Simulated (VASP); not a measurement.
# C (R-3m) in VASP: notebook

C is run at these levels: r2SCAN; tasks: single point.

Program: VASP 6.6.1. These are calculated values, not measurements. Logs are shortened: lines on timing, memory, paths and dates and some standing lists are left out, and cuts for length are marked.

## 1. The cell of the first run

It takes space group R-3m (No. 166, trigonal). The conventional cell has a = 2.456 Å, b = 2.456 Å, c = 21.518 Å, α = 90.00°, β = 90.00°, γ = 120.00°. C (site symmetry 3m) has 3 C at 1.42 Å within 1.9 Å. Within 1.9 Å of C (site symmetry 3m) lie 3 C at 1.42 Å.

## 2. Single point, r2SCAN (strain along c alone, the other axes held: -1.0 %, then relaxed in part)

POSCAR reads:

```
C
1.0
    2.4557290956      0.0000000000      0.0000000000
   -1.2278645478      2.1267237816      0.0000000000
    0.0000000000      0.0000000000     21.5184416375
C
12
Direct
    0.0000000000      0.0000000000      0.9189791268
    0.3333333333      0.6666666667      0.9189758239
    0.0000000000      0.0000000000      0.7476908428
    0.3333333333      0.6666666667      0.7476875399
    0.6666666667      0.3333333333      0.2523124601
    0.0000000000      0.0000000000      0.2523091572
    0.6666666667      0.3333333333      0.0810241761
    0.0000000000      0.0000000000      0.0810208732
    0.3333333333      0.6666666667      0.5856457935
    0.6666666667      0.3333333333      0.5856424905
    0.3333333333      0.6666666667      0.4143575095
    0.6666666667      0.3333333333      0.4143542065
```

INCAR.step1 reads:

```
PREC = Accurate
ENCUT = 520
ISMEAR = 0
SIGMA = 0.01
LREAL = False
LASPH = True
NELM = 80
NBANDS = 36
GGA = PE
ALGO = Normal
EDIFF = 1E-4
LWAVE = True
LCHARG = False
```

INCAR.step2 reads:

```
PREC = Accurate
ENCUT = 520
EDIFF = 1E-6
ISMEAR = 0
SIGMA = 0.01
LREAL = False
LASPH = True
NELM = 80
ALGO = Normal
ISIF = 2
LWAVE = False
LCHARG = False
METAGGA = R2SCAN
LMIXTAU = True
NBANDS = 36
ISTART = 1
```

KPOINTS reads:

```
Automatic mesh
0
Gamma
  18 18 2
```

Potentials or basis: VASP PAW PBE potentials, release 64 (C).

Started as:

```
$ cat potpaw_PBE.64/C/POTCAR > POTCAR
$ cp INCAR.step1 INCAR
$ mpirun -np 1 vasp_std > vasp.out
$ cp INCAR.step2 INCAR
$ mpirun -np 1 vasp_std > vasp.out
```

OUTCAR:

```text
PREC = Accurate
   ENCUT = 520
   EDIFF = 1E-6
   ISMEAR = 0
   LREAL = False
   LASPH = True
   NELM = 80
   ISIF = 2
   METAGGA = R2SCAN
   ISTART = 1

 ion  position               nearest neighbor table
   1  0.000  0.000  0.919-   2 1.42   2 1.42   2 1.42
   2  0.333  0.667  0.919-   1 1.42   1 1.42   1 1.42
   3  0.000  0.000  0.748-   4 1.42   4 1.42   4 1.42
   4  0.333  0.667  0.748-   3 1.42   3 1.42   3 1.42
   5  0.667  0.333  0.252-   6 1.42   6 1.42   6 1.42
   6  0.000  0.000  0.252-   5 1.42   5 1.42   5 1.42
   7  0.667  0.333  0.081-   8 1.42   8 1.42   8 1.42
   8  0.000  0.000  0.081-   7 1.42   7 1.42   7 1.42
   9  0.333  0.667  0.586-  10 1.42  10 1.42  10 1.42
  10  0.667  0.333  0.586-   9 1.42   9 1.42   9 1.42
  11  0.333  0.667  0.414-  12 1.42  12 1.42  12 1.42
  12  0.667  0.333  0.414-  11 1.42  11 1.42  11 1.42

  LATTYP: Found a hexagonal cell.
 ALAT       =     2.4557290956
 C/A-ratio  =     8.7625470073

  Lattice vectors:

 A1 = (   2.4557290956,   0.0000000000,   0.0000000000)
 A2 = (  -1.2278645478,   2.1267237816,   0.0000000000)
 A3 = (   0.0000000000,   0.0000000000,  21.5184416375)

Analysis of symmetry for initial positions (statically):
=====================================================================
 Subroutine PRICEL returns following result:

  LATTYP: Found a trigonal (rhomboedric) cell.
 ALAT       =     7.3115976867
 COS(alpha) =     0.9435964626

  Lattice vectors:

 A1 = (   1.2278645477,  -0.7089079271,  -7.1728138784)
 A2 = (  -1.2278645476,  -0.7089079273,  -7.1728138806)
 A3 = (  -0.0000000001,   1.4178158545,  -7.1728138784)

   3 primitive cells build up your supercell.

 Routine SETGRP: Setting up the symmetry group for a
 hexagonal supercell.

 Subroutine GETGRP returns: Found 12 space group operations
 (whereof 12 operations were pure point group operations)
 out of a pool of 24 trial point group operations.

The static configuration has the point symmetry D_3d.

Analysis of symmetry for dynamics (positions and initial velocities):
=====================================================================
 Subroutine PRICEL returns following result:

  LATTYP: Found a trigonal (rhomboedric) cell.
 ALAT       =     7.3115976867
 COS(alpha) =     0.9435964626

  Lattice vectors:

 A1 = (   1.2278645477,  -0.7089079271,  -7.1728138784)
 A2 = (  -1.2278645476,  -0.7089079273,  -7.1728138806)
 A3 = (  -0.0000000001,   1.4178158545,  -7.1728138784)

   3 primitive cells build up your supercell.

 Routine SETGRP: Setting up the symmetry group for a
 hexagonal supercell.

 Subroutine GETGRP returns: Found 12 space group operations
 (whereof 12 operations were pure point group operations)
 out of a pool of 24 trial point group operations.

The dynamic configuration has the point symmetry D_3d.

 Subroutine INISYM returns: Found 12 space group operations
 (whereof 12 operations are pure point group operations),
 and found     3 'primitive' translations

----------------------------------------------------------------------------------------

                                     Primitive cell

  volume of cell :      37.4611

  direct lattice vectors                    reciprocal lattice vectors
     1.227864548 -0.708907927 -7.172813878     0.407211041 -0.235103404 -0.046471767
    -1.227864548 -0.708907927 -7.172813881    -0.407211040 -0.235103404 -0.046471767
    -0.000000000  1.417815854 -7.172813878     0.000000000  0.470206808 -0.046471767

  length of vectors
     7.311597687  7.311597689  7.311597687     0.472497690  0.472497690  0.472497690

  position of ions in fractional coordinates (direct lattice)
     0.081020873  0.081020873  0.081020873
     0.747690843  0.747690843  0.747690843
     0.252309157  0.252309157  0.252309157
     0.918979127  0.918979127  0.918979127

  ion indices of the primitive-cell ions
   primitive index   ion index
                 1           1
                 2           6
                 3           3
                 4           8

----------------------------------------------------------------------------------------

 KPOINTS: Automatic mesh

Automatic generation of k-mesh.
 Grid dimensions read from file:
 generate k-points for:   18   18    2

 Generating k-lattice:

  Cartesian coordinates                     Fractional coordinates (reciprocal lattice)
     0.022622836  0.013061300  0.000000000     0.055555556 -0.000000000  0.000000000
     0.000000000  0.026122600  0.000000000     0.000000000  0.055555556  0.000000000
     0.000000000  0.000000000  0.023235883     0.000000000  0.000000000  0.500000000

  Length of vectors
     0.026122600  0.026122600  0.023235883

  Shift w.r.t. Gamma in fractional coordinates (k-lattice)
     0.000000000  0.000000000  0.000000000

 Subroutine IBZKPT returns following result:
 ===========================================

 Found     74 irreducible k-points:

 Following reciprocal coordinates:
            Coordinates               Weight
  0.000000  0.000000  0.000000      1.000000
  0.055556  0.000000  0.000000      6.000000
  0.111111  0.000000  0.000000      6.000000
  0.166667  0.000000  0.000000      6.000000
  0.222222  0.000000  0.000000      6.000000
  0.277778  0.000000  0.000000      6.000000
[... 16 lines left out ...]
  0.333333  0.111111  0.000000     12.000000
  0.388889  0.111111  0.000000     12.000000
 [... further k-points ...]
   k-points           NKPTS =     74   k-points in BZ     NKDIM =     74   number of bands    NBANDS=     36
   number of dos      NEDOS =    301   number of ions     NIONS =     12
   total plane-waves  NPLWV =  51840
   dimension x,y,z NGX =    18 NGY =   18 NGZ =  160
   dimension x,y,z NGXF=    36 NGYF=   36 NGZF=  320
   ions per type =              12
   NGX,Y,Z   is equivalent  to a cutoff of  12.19, 12.19, 12.36 a.u.
   NGXF,Y,Z  is equivalent  to a cutoff of  24.37, 24.37, 24.72 a.u.
 SYSTEM =  unknown system
   PREC   = accura    normal or accurate (medium, high low for compatibility)
   ISTART =      1    job   : 0-new  1-cont  2-samecut
   ICHARG =      0    charge: 1-file 2-atom 10-const
   ISPIN  =      1    spin polarized calculation?
   LNONCOLLINEAR =      F non collinear calculations
   LSORBIT =      F    spin-orbit coupling
   LASPH  =      T    aspherical Exc in radial PAW
   ENCUT  =  520.0 eV  38.22 Ry    6.18 a.u.   4.57  4.57 40.01*2*pi/ulx,y,z
   NELM   =     80;   NELMIN=  2; NELMDL=  0     # of ELM steps
   EDIFF  = 0.1E-05   stopping-criterion for ELM
   LREAL  =      F    real-space projection
   EDIFFG = 0.1E-04   stopping-criterion for IOM
   NSW    =      0    number of steps for IOM
   IBRION =     -1    ionic relax: 0-MD 1-quasi-New 2-CG
   NFREE  =      0    steps in history (QN), initial steepest desc. (CG)
   ISIF   =      2    stress and relaxation
   ISYM   =      2    0-nonsym 1-usesym 2-fastsym
   POTIM  = 0.5000    time-step for ionic-motion
   TEBEG  =    0.0;   TEEND  =   0.0 temperature during run
   PSTRESS=    0.0 pullay stress
   NELECT =      48.0000    total number of electrons
   NUPDOWN=      -1.0000    fix difference up-down
   EMIN   =  10.00;   EMAX   =-10.00  energy-range for DOS
   EFERMI =   0.00;   METHOD = LEGACY
   ISMEAR =     0;   SIGMA  =   0.01  broadening in eV -4-tet -1-fermi 0-gaus
   EFERMI_NEDOS =   21; number of points for ismear=-14 and -15
   IALGO  =     38    algorithm
   IMIX   =      4    mixing-type and parameters
     AMIX     =   0.40;   BMIX     =  1.00
     AMIX_MAG =   1.60;   BMIX_MAG =  1.00
  volume/ion in A,a.u.               =       9.37        63.20
  Fermi-wavevector in a.u.,A,eV,Ry     =   1.232881  2.329807 20.680792  1.519995
  Thomas-Fermi vector in A             =   2.367633
   LORBIT       =      0    0 simple, 1 ext, 2 COOP (PROOUT), +10 PAW based schemes
   METAGGA = R2SCAN    functional components
   LHFCALC =     F    Hartree Fock is set to
   AEXX    =    0.0000 exact exchange contribution
   IVDW    =     0    specifies the selected vdW correction
   LEPSILON=     F    determine dielectric tensor
   LRPA    =     F    only Hartree local field effects (RPA)
 non-spin polarized calculation
 Gauss-broadening in eV      SIGMA  =   0.01
  energy-cutoff  :      520.00
  volume of cell :      112.38
 maximum number of plane-waves:      3070
   NGX =  9   NGY =  9   NGZ = 81

 number of electron      47.9999987 magnetization

 Free energy of the ion-electron system (eV)
  ---------------------------------------------------
  ext. energy  EPLUGINS =         0.00000000
  ---------------------------------------------------
  free energy    TOTEN  =      -119.22199835 eV

  energy without entropy =     -119.22199835  energy(sigma->0) =     -119.22199835

 E-fermi :   4.1473     XC(G=0): -10.6622

 val. band max:        4.0222882030   @ k =   0.3333   0.3333   0.0000
 cond. band min:       4.2265210806   @ k =   0.3333   0.3333   0.0000
 fundamental gap:      0.2042328776
 Fermi energy:         4.1473237365

 k-point     1 :       0.0000    0.0000    0.0000
  band No.  band energies     occupation
      1     -16.8087      2.00000
      2     -16.7689      2.00000
      3     -16.7688      2.00000
      4     -16.6733      2.00000
      5     -16.6732      2.00000
      6     -16.6308      2.00000
[... 28 lines left out ...]
     35      12.8614      0.00000
     36      12.8623      0.00000

 k-point     2 :       0.0556    0.0000    0.0000
  band No.  band energies     occupation
      1     -16.7307      2.00000
      2     -16.6910      2.00000
      3     -16.6910      2.00000
      4     -16.5959      2.00000
      5     -16.5958      2.00000
      6     -16.5536      2.00000
[... 28 lines left out ...]
     35      12.9386      0.00000
     36      13.1858      0.00000
[... 817 lines left out ...]
     35      13.4142      0.00000
     36      13.5023      0.00000

 k-point    24 :       0.3889    0.1111    0.0000
  band No.  band energies     occupation
      1     -11.8121      2.00000
      2     -11.7843      2.00000
      3     -11.7819      2.00000
      4     -11.7186      2.00000
      5     -11.7161      2.00000
      6     -11.6872      2.00000
[... 28 lines left out ...]
     35      13.3398      0.00000
     36      13.4147      0.00000

 [... further k-points ...]
[... 5 lines left out ...]
  --------------------------------------------------------------------------------------
  -------------------------------------------------------------------------------------
  Total        0.7082108      0.7082108      0.0985734      0.0000000      0.0000000     -0.0000000
  in kB       10.0964976     10.0964976      1.4052972      0.0000000      0.0000000     -0.0000000
  external PRESSURE =       7.1994308 kB  Pullay stress =       0.0000000 kB

 VOLUME and BASIS-vectors are now :
 -----------------------------------------------------------------------------
  energy-cutoff  :      520.00
  volume of cell :      112.38
      direct lattice vectors                 reciprocal lattice vectors
     2.455729096  0.000000000  0.000000000     0.407211040  0.235103404  0.000000000
    -1.227864548  2.126723782  0.000000000     0.000000000  0.470206808  0.000000000
     0.000000000  0.000000000 21.518441638     0.000000000  0.000000000  0.046471767

 POSITION                                       TOTAL-FORCE (eV/Angst)
 -----------------------------------------------------------------------------------
      0.00000      0.00000     19.77500         0.000000      0.000000     -0.000050
     -0.00000      1.41782     19.77493        -0.000000     -0.000000     -0.001242
      0.00000      0.00000     16.08914         0.000000      0.000000      0.001242
     -0.00000      1.41782     16.08907        -0.000000      0.000000      0.000050
      1.22786      0.70891      5.42937         0.000000     -0.000000     -0.000050
      0.00000      0.00000      5.42930         0.000000      0.000000     -0.001242
      1.22786      0.70891      1.74351         0.000000     -0.000000      0.001242
      0.00000      0.00000      1.74344        -0.000000      0.000000      0.000050
     -0.00000      1.41782     12.60218        -0.000000     -0.000000     -0.000050
      1.22786      0.70891     12.60211         0.000000      0.000000     -0.001242
     -0.00000      1.41782      8.91633        -0.000000      0.000000      0.001242
      1.22786      0.70891      8.91626         0.000000      0.000000      0.000050
 -----------------------------------------------------------------------------------
    total drift:                                0.000000     -0.000000      0.000000

  FREE ENERGIE OF THE ION-ELECTRON SYSTEM (eV)
  ---------------------------------------------------
  free  energy   TOTEN  =      -119.2219983528 eV

  energy  without entropy=     -119.2219983528  energy(sigma->0) =     -119.22199835
```

Wall time 11 min (1 thread of Intel Xeon 6975P-C (Granite Rapids), shared host); peak memory 0.34 GiB.

What came out:

```yaml
Free_energy: -119.2220 eV
Pressure: 0.7 GPa
```

Stress tensor (GPa, compression positive):
```
1.01 0.00 0.00
0.00 1.01 0.00
0.00 0.00 0.14
```

Caveat: the cell differs from its parent crystal (strain along c alone, the other axes held: -1.0 %, then relaxed in part); the PAW data sets were made with another functional, which shifts forces and pressure a little.

## 3. Single point, r2SCAN

This run uses another cell than the first one, of 9.46 Å³/atom.

Edit POSCAR of step 2 so:

```diff
@@ -4,3 +4,3 @@
    -1.2278645478      2.1267237816      0.0000000000
-    0.0000000000      0.0000000000     21.5184416375
+    0.0000000000      0.0000000000     21.7357996338
 C
```

INCAR.step1 reads:

```
PREC = Accurate
ENCUT = 520
ISMEAR = 0
SIGMA = 0.01
LREAL = F
LASPH = T
NELM = 100
NBANDS = 36
GGA = PE
ALGO = Normal
EDIFF = 1E-4
LWAVE = T
LCHARG = F
```

INCAR.step2 reads:

```
PREC = Accurate
ENCUT = 520
EDIFF = 1E-7
ISMEAR = 0
SIGMA = 0.01
LREAL = F
LASPH = T
NELM = 100
ALGO = Normal
ISIF = 2
LWAVE = F
LCHARG = F
METAGGA = R2SCAN
LMIXTAU = T
NBANDS = 36
ISTART = 1
```

KPOINTS reads:

```
regular mesh
0
Gamma
  18 18 2
```

Potentials or basis: VASP PAW PBE potentials, release 64 (C).

Started as:

```
$ cat potpaw_PBE.64/C/POTCAR > POTCAR
$ cp INCAR.step1 INCAR
$ mpirun -np 1 vasp_std > vasp.out
$ cp INCAR.step2 INCAR
$ mpirun -np 1 vasp_std > vasp.out
```

OUTCAR:

```text
PREC = Accurate
   ENCUT = 520
   EDIFF = 1E-7
   ISMEAR = 0
   LREAL = F
   LASPH = T
   NELM = 100
   ISIF = 2
   METAGGA = R2SCAN
   ISTART = 1

 ion  position               nearest neighbor table
   1  0.000  0.000  0.919-   2 1.42   2 1.42   2 1.42
   2  0.333  0.667  0.919-   1 1.42   1 1.42   1 1.42
   3  0.000  0.000  0.748-   4 1.42   4 1.42   4 1.42
   4  0.333  0.667  0.748-   3 1.42   3 1.42   3 1.42
[... 1172 lines left out ...]
  external PRESSURE =       6.6049327 kB  Pullay stress =       0.0000000 kB

 VOLUME and BASIS-vectors are now :
 -----------------------------------------------------------------------------
  energy-cutoff  :      520.00
  volume of cell :      113.52
      direct lattice vectors                 reciprocal lattice vectors
     2.455729096  0.000000000  0.000000000     0.407211040  0.235103404  0.000000000
    -1.227864548  2.126723782  0.000000000     0.000000000  0.470206808  0.000000000
     0.000000000  0.000000000 21.735799634     0.000000000  0.000000000  0.046007049

 POSITION                                       TOTAL-FORCE (eV/Angst)
 -----------------------------------------------------------------------------------
      0.00000      0.00000     19.97475        -0.000000      0.000000      0.000149
     -0.00000      1.41782     19.97467         0.000000      0.000000     -0.000487
      0.00000      0.00000     16.25166         0.000000     -0.000000      0.000487
     -0.00000      1.41782     16.25159         0.000000     -0.000000     -0.000149
      1.22786      0.70891      5.48421        -0.000000      0.000000      0.000149
      0.00000      0.00000      5.48414         0.000000      0.000000     -0.000487
      1.22786      0.70891      1.76113         0.000000     -0.000000      0.000487
      0.00000      0.00000      1.76105        -0.000000      0.000000     -0.000149
     -0.00000      1.41782     12.72948         0.000000      0.000000      0.000149
      1.22786      0.70891     12.72941         0.000000     -0.000000     -0.000487
     -0.00000      1.41782      9.00639        -0.000000     -0.000000      0.000487
      1.22786      0.70891      9.00632        -0.000000     -0.000000     -0.000149
 -----------------------------------------------------------------------------------
    total drift:                                0.000000     -0.000000      0.000000

  FREE ENERGIE OF THE ION-ELECTRON SYSTEM (eV)
  ---------------------------------------------------
  free  energy   TOTEN  =      -119.2231681544 eV

  energy  without entropy=     -119.2231681544  energy(sigma->0) =     -119.22316815
```

OUTCAR.step1:

```text
PREC = Accurate
   ENCUT = 520
   ISMEAR = 0
   LREAL = F
[... 1203 lines left out ...]
     -0.00000      1.41782     12.72948        -0.000000      0.000000     -0.001111
      1.22786      0.70891     12.72941         0.000000     -0.000000     -0.007421
     -0.00000      1.41782      9.00639         0.000000      0.000000      0.007421
      1.22786      0.70891      9.00632         0.000000     -0.000000      0.001111
 -----------------------------------------------------------------------------------
    total drift:                                0.000000     -0.000000      0.000000

  FREE ENERGIE OF THE ION-ELECTRON SYSTEM (eV)
  ---------------------------------------------------
  free  energy   TOTEN  =      -110.6104315002 eV

  energy  without entropy=     -110.6104315002  energy(sigma->0) =     -110.61043150
```

Run time: 12 min. Hardware: 1 thread of Intel Xeon 6975P-C (Granite Rapids), shared host; peak memory 0.35 GiB.

Results:

- Free energy: -119.2232 eV
- Pressure: 0.7 GPa

Caveat: the PAW data sets were made with another functional, which shifts forces and pressure a little.

(Continued in part 2 of 2.)
